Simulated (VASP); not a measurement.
Here is a VASP 6.6.1 calculation.

File INCAR:

```
PREC     = Accurate       # precision mode
ENCUT    = 520            # plane-wave cutoff, eV
EDIFF    = 1E-8           # SCF threshold, eV
ISMEAR   = -1             # smearing method
SIGMA    = 0.01           # smearing width, eV
LREAL    = False          # projectors in reciprocal space
LASPH    = True           # aspherical terms in the spheres
NELM     = 80             # most SCF steps
ALGO     = Normal         # electronic algorithm
ISIF     = 2              # what is computed and relaxed
LWAVE    = False          # write WAVECAR
LCHARG   = False          # write CHGCAR
GGA      = PS             # functional
LEFG     = True         
NBANDS   = 15             # bands
```

File KPOINTS:

```
regular mesh
0
Gamma
  7 7 7
```

POSCAR

```
KCl
1.0
    3.6340000000      0.0000000000      0.0000000000
    0.0000000000      3.6340000000      0.0000000000
    0.0000000000      0.0000000000      3.7066800000
K Cl
1 1
Direct
    0.0000000000      0.0000000000      0.0000000000
    0.5000000000      0.5000000000      0.5000000000
```

Potentials or basis: VASP PAW PBE potentials, release 64 (K_sv, Cl).

Command:

```bash
$ cat potpaw_PBE.64/K_sv/POTCAR potpaw_PBE.64/Cl/POTCAR > POTCAR
$ mpirun -np 1 vasp_std > vasp.out
```

What does it give for the pressure?

1.7 GPa.

Estimate the band gap on the k mesh.

5.25 eV, indirect (least direct gap 5.45 eV).

Stress tensor (GPa, compression positive):
```
2.07 0.00 0.00
0.00 2.07 0.00
0.00 0.00 1.10
```

Caveat: the cell differs from its parent crystal (zz strain of +2 %); without QUAD_EFG the Cq values of the log hold for a quadrupole moment of 1 mb, not for the nuclei; the PAW data sets were made with another functional, which shifts forces and pressure a little. A k mesh can miss the band edges.
